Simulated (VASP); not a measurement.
Set up this calculation in VASP 6.6.1, as the native input.

| Quantity | Value |
| --- | --- |
| Task | single point |
| Functional | PBE |
| Potentials or basis | VASP PAW PBE potentials, release 64 (Si, Ge_d) |
| Cutoff | 520 eV |
| k mesh | 8 × 8 × 8 |
| Occupations | gaussian, width 0.1 eV |
| Spin | no spin polarisation |
| Dipole correction | no |
| Further INCAR settings | ALGO = Normal; EDIFF = 1e-06; NBANDS = 23 |

The structure of Si4Ge lies in POSCAR:

```
Si4Ge
1.0
   -1.3552101540      1.3552101540     10.6079163934
    1.3552101540     -1.3552101540     10.6079163934
    1.3552101540      1.3552101540    -10.6079163934
Si Ge
4 1
Direct
    0.7029639810      0.7029639810      0.0000000000
    0.1097217996      0.1097217996      0.0000000000
    0.8902782004      0.8902782004      0.0000000000
    0.2970360190      0.2970360190      0.0000000000
    0.5000000000      0.5000000000      0.0000000000
```

These files were run (other wordings do the same):

INCAR

```
SYSTEM = Si4Ge
PREC     = Accurate       ! precision mode
ENCUT    = 520            ! plane-wave cutoff, eV
EDIFF    = 1E-6           ! SCF threshold, eV
ISMEAR   = 0              ! smearing method
SIGMA    = 0.1            ! smearing width, eV
LREAL    = .False.        ! projectors in reciprocal space
LASPH    = .True.         ! aspherical terms in the spheres
NELM     = 100            ! most SCF steps
ALGO     = Normal         ! electronic algorithm
ISIF     = 2              ! what is computed and relaxed
LWAVE    = .False.        ! write WAVECAR
LCHARG   = .False.        ! write CHGCAR
GGA      = PE             ! functional
NBANDS   = 23             ! bands
```

KPOINTS

```
Automatic mesh
0
Gamma
  8 8 8
  0 0 0
```

Potentials or basis: VASP PAW PBE potentials, release 64 (Si, Ge_d).

Launch:

```console
$ cat potpaw_PBE.64/Si/POTCAR potpaw_PBE.64/Ge_d/POTCAR > POTCAR
$ mpirun -np 1 vasp_std > vasp.out
```

Results of the run:

| Quantity | Value |
| --- | --- |
| Pressure | 0.1 GPa |
| Largest force | 0.026 eV/Å |
| Band gap on the k mesh | zero (band 15 reaches 13.96 eV, above the bottom of band 16 at 6.57 eV) |

Caveat: the k points lie up to 0.41 Å⁻¹ apart.

Wall time 12 min on 1 thread of Intel(R) Xeon(R) Platinum 8488C (Sapphire Rapids), on a shared host, peak memory 0.92 GiB.
